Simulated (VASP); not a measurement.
# BeTe in VASP: a series of runs, part 2 of 2

VASP 6.6.1. Earlier steps stand in the parts before.

## Step 5: Single point, LDA

This run uses another cell than the first one, of 21.42 Å³/atom, 0.994 times its volume.

File INCAR:

```
PREC     = Accurate       # precision mode
ENCUT    = 600            # plane-wave cutoff, eV
EDIFF    = 1E-6           # SCF threshold, eV
ISMEAR   = 0              # smearing method
SIGMA    = 0.01           # smearing width, eV
LREAL    = False          # projectors in reciprocal space
LASPH    = True           # aspherical terms in the spheres
NELM     = 120            # most SCF steps
ALGO     = Normal         # electronic algorithm
ISIF     = 2              # what is computed and relaxed
LWAVE    = False          # write WAVECAR
LCHARG   = False          # write CHGCAR
NBANDS   = 11             # bands
GGA_COMPAT= False
```

File KPOINTS:

```
Automatic mesh
0
Gamma
  8 8 8
```

File POSCAR:

```
BeTe
1.0
    2.7772249640      2.7772249640      0.0000000000
   -2.7772249640      2.7772249640      0.0000000000
    0.0000000000      2.7772249640      2.7772249640
Be Te
1 1
Direct
    0.0000000000      0.0000000000      0.0000000000
    0.7500000000      0.2500000000      0.5000000000
```

Potentials or basis: VASP PAW LDA potentials, release 64 (Be, Te).

The run is started by

```console
> cat potpaw_LDA.64/Be/POTCAR potpaw_LDA.64/Te/POTCAR > POTCAR
> mpirun -np 1 vasp_std > vasp.out
```

OUTCAR:

```text
PREC = Accurate
   ENCUT = 600
   EDIFF = 1E-6
   ISMEAR = 0
   LREAL = False
   LASPH = True
   NELM = 120
   ISIF = 2

 ion  position               nearest neighbor table
   1  0.000  0.000  0.000-   2 2.41   2 2.41   2 2.41   2 2.41
   2  0.750  0.250  0.500-   1 2.41   1 2.41   1 2.41   1 2.41

  LATTYP: Found a face centered cubic cell.
 ALAT       =     5.5544499280

  Lattice vectors:

 A1 = (   0.0000000000,   2.7772249640,   2.7772249640)
 A2 = (   2.7772249640,   0.0000000000,   2.7772249640)
 A3 = (   2.7772249640,   2.7772249640,   0.0000000000)

Analysis of symmetry for initial positions (statically):
=====================================================================
 Subroutine PRICEL returns:
 Original cell was already a primitive cell.

 Routine SETGRP: Setting up the symmetry group for a
 face centered cubic supercell.

 Subroutine GETGRP returns: Found 24 space group operations
 (whereof 24 operations were pure point group operations)
 out of a pool of 48 trial point group operations.

The static configuration has the point symmetry T_d .

Analysis of symmetry for dynamics (positions and initial velocities):
=====================================================================
 Subroutine PRICEL returns:
 Original cell was already a primitive cell.

 Routine SETGRP: Setting up the symmetry group for a
 face centered cubic supercell.

 Subroutine GETGRP returns: Found 24 space group operations
 (whereof 24 operations were pure point group operations)
 out of a pool of 48 trial point group operations.

The dynamic configuration has the point symmetry T_d .

 Subroutine INISYM returns: Found 24 space group operations
 (whereof 24 operations are pure point group operations),
 and found     1 'primitive' translations

----------------------------------------------------------------------------------------

                                     Primitive cell

  volume of cell :      42.8414
[... 111 lines left out ...]
  Fermi-wavevector in a.u.,A,eV,Ry     =   0.935730  1.768273 11.913127  0.875590
  Thomas-Fermi vector in A             =   2.062667
   LORBIT       =      0    0 simple, 1 ext, 2 COOP (PROOUT), +10 PAW based schemes
   GGA     = CA    functional components
   LHFCALC =     F    Hartree Fock is set to
   AEXX    =    0.0000 exact exchange contribution
   IVDW    =     0    specifies the selected vdW correction
   LEPSILON=     F    determine dielectric tensor
   LRPA    =     F    only Hartree local field effects (RPA)
 non-spin polarized calculation
 Gauss-broadening in eV      SIGMA  =   0.01
  energy-cutoff  :      600.00
  volume of cell :       42.84
 maximum number of plane-waves:      1459
   NGX = 15   NGY = 15   NGZ = 15

 number of electron       8.0000000 magnetization

 Free energy of the ion-electron system (eV)
  ---------------------------------------------------
  ext. energy  EPLUGINS =         0.00000000
  ---------------------------------------------------
  free energy    TOTEN  =        -8.72654750 eV

  energy without entropy =       -8.72654750  energy(sigma->0) =       -8.72654750

 E-fermi :   5.5285     XC(G=0):  -9.4316

 val. band max:        5.4191365920   @ k =   0.0000   0.0000   0.0000
 cond. band min:       7.1890668102   @ k =   0.5000   0.5000   0.0000
 fundamental gap:      1.7699302181
 Fermi energy:         5.5285217914

 k-point     1 :       0.0000    0.0000    0.0000
  band No.  band energies     occupation
      1      -7.1786      2.00000
      2       5.4191      2.00000
      3       5.4191      2.00000
      4       5.4191      2.00000
      5       8.9684      0.00000
      6       8.9684      0.00000
      7       8.9684      0.00000
      8       9.4507      0.00000
      9      13.6612      0.00000
     10      15.7429      0.00000
     11      15.7429      0.00000
[... 309 lines left out ...]
 k-point    24 :       0.5000    0.2500    0.1250
  band No.  band energies     occupation
      1      -5.4842      2.00000
      2       0.0674      2.00000
      3       2.3782      2.00000
      4       3.3885      2.00000
      5       9.5391      0.00000
      6       9.8219      0.00000
      7      12.1667      0.00000
      8      13.2251      0.00000
      9      13.8945      0.00000
     10      16.9956      0.00000
     11      17.3533      0.00000

 [... further k-points ...]
[... 5 lines left out ...]
  --------------------------------------------------------------------------------------
  -------------------------------------------------------------------------------------
  Total        0.0755066      0.0755066      0.0755066     -0.0000000      0.0000000      0.0000000
  in kB        2.8237903      2.8237903      2.8237903     -0.0000000      0.0000000      0.0000000
  external PRESSURE =       2.8237903 kB  Pullay stress =       0.0000000 kB

 VOLUME and BASIS-vectors are now :
 -----------------------------------------------------------------------------
  energy-cutoff  :      600.00
  volume of cell :       42.84
      direct lattice vectors                 reciprocal lattice vectors
     2.777224964  2.777224964  0.000000000     0.180035829  0.180035829 -0.180035829
    -2.777224964  2.777224964  0.000000000    -0.180035829  0.180035829 -0.180035829
     0.000000000  2.777224964  2.777224964     0.000000000  0.000000000  0.360071659

 POSITION                                       TOTAL-FORCE (eV/Angst)
 -----------------------------------------------------------------------------------
      0.00000      0.00000      0.00000         0.000000      0.000000      0.000000
      1.38861      4.16584      1.38861        -0.000000     -0.000000      0.000000
 -----------------------------------------------------------------------------------
    total drift:                               -0.000000     -0.000000      0.000000

  FREE ENERGIE OF THE ION-ELECTRON SYSTEM (eV)
  ---------------------------------------------------
  free  energy   TOTEN  =        -8.7265474965 eV

  energy  without entropy=       -8.7265474965  energy(sigma->0) =       -8.72654750
```

Wall time 12 s (1 thread of AMD EPYC 7R43 (Zen 3), shared host); peak memory 0.12 GiB.

What came out:

| Property | Result |
| --- | --- |
| Free energy | -8.7265 eV |
| Pressure | 0.3 GPa |
| Band gap on the k mesh | 1.77 eV, indirect (least direct gap 3.55 eV) |

Caveat: spin-orbit coupling is left out, which moves the levels of the heavy elements.

## Step 6: The runs side by side

| cell | cutoff (eV) | gap on the mesh (eV) | pressure (GPa) |
| --- | --- | --- | --- |
| a = 3.947, b = 3.947, c = 3.929 Å, angles 59.8, 59.8, 90.0°, 2 atoms | 520 | 1.71 | -0.1 |
| a = 3.947, b = 3.947, c = 3.932 Å, angles 59.9, 59.9, 90.0°, 2 atoms | 520 | 1.72 | -0.2 |
| a = 3.967, b = 3.967, c = 3.930 Å, angles 59.7, 59.7, 90.0°, 2 atoms | 520 | 1.65 | -0.4 |
| a = 3.928 Å, angles 60.0, 60.0, 90.0°, 2 atoms | 600 | 1.77 | 0.3 |

Alike in all rows: task single point; level LDA; potentials or basis VASP PAW LDA potentials, release 64 (Be, Te); no spin polarisation; k mesh 8 × 8 × 8; smearing gaussian 0.01 eV.

Caveats: spin-orbit coupling is left out, which moves the levels of the heavy elements.

Total energies depend on the potentials used, so only differences within one code and one set of settings carry meaning.
